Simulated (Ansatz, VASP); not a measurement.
# In in VASP and in Ansatz

INCAR

```
ALGO = Normal ; EDIFF = 1E-8
ENCUT = 520 ; GGA = CA
ISIF = 2 ; ISMEAR = -1
LASPH = T ; LCHARG = F
LEFG = T ; LREAL = F
LWAVE = F ; NBANDS = 12
NELM = 100 ; PREC = Accurate
SIGMA = 0.05
```

KPOINTS

```
k-points
0
Gamma
  14 14 14
```

Contents of POSCAR:

```
In
1.0
   -1.6369195191      1.6369195191      2.4903342523
    1.6369195191     -1.6369195191      2.4903342523
    1.6369195191      1.6369195191     -2.4903342523
In
1
Direct
    0.0000000000      0.0000000000      0.0000000000
```

Input for Ansatz:

```yaml
crystal:
  lattice:
    - [-1.6369195191, 1.6369195191, 2.4903342523]
    - [1.6369195191, -1.6369195191, 2.4903342523]
    - [1.6369195191, 1.6369195191, -2.4903342523]
  atoms:
    - { symbol: In, position: [0.0, 0.0, 0.0] }
kpoints:
  mp_grid: { grid: [14, 14, 14] }
scf:
  occupations: { method: fermi_dirac, width: 0.05 }
hamiltonian:
  xc: lda
  pseudopotentials: { kind: paw }
output:
  forces: true
  stress: true
  eigenvalues: true
  efg: { contact_densities: true }
```

Change from the starting cell: volume scaled by 1.02, PAW files.

Alike in both runs: task electric field gradients; functional LDA; k mesh 14 × 14 × 14; occupations fermi-dirac, width 0.05 eV; no spin polarisation.

|  | VASP | Ansatz |
| --- | --- | --- |
| version | VASP 6.6.1 | Ansatz 0.2.0 |
| potentials or method | VASP PAW LDA potentials, release 64 (In_d) | PAW with Ansatz's default frozen-core files, scalar-relativistic |
| plane-wave cutoff (eV) | 520 | 420 |
| valence electrons in the cell | 13 | 13 |

|  | VASP | Ansatz | Ansatz less VASP |
| --- | --- | --- | --- |
| pressure (GPa) | -3.4 | -3.4 | +0.01 |
| traceless stress, the component that is largest in VASP (GPa) | 0.26 | 0.26 | -0.005 |
| size of Vzz on the site where it differs most (V/Å²) | 21.3 | 21.2 | -0.09 |

LDA's correlation is that of Perdew and Zunger in VASP and of Perdew and Wang (1992) in Ansatz.
